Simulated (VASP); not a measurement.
Input of a VASP 6.6.1 run:

Contents of INCAR:

```
ALGO = Fast ; EDIFF = 1E-6
ENCUT = 520 ; GGA = PS
ISIF = 2 ; ISMEAR = 0
LASPH = True ; LCHARG = False
LREAL = False ; LWAVE = False
NBANDS = 10 ; NELM = 80
PREC = Accurate ; SIGMA = 0.1
```

File KPOINTS:

```
k-points
0
Gamma
  18 18 18
```

POSCAR

```
Re
1.0
    0.0000000000      1.9370010000      1.9370010000
    1.9370010000      0.0000000000      1.9370010000
    1.9370010000      1.9370010000      0.0000000000
Re
1
Direct
    0.0000000000      0.0000000000      0.0000000000
```

Potentials or basis: VASP PAW PBE potentials, release 64 (Re).

Command:

```sh
$ cat potpaw_PBE.64/Re/POTCAR > POTCAR
$ mpirun -np 1 vasp_std > vasp.out
```

Problem. What does it give for the pressure?

Solution. 1.9 GPa.

Caveat: the cell differs from its parent crystal (strained); the PAW data sets were made with another functional, which shifts forces and pressure a little.
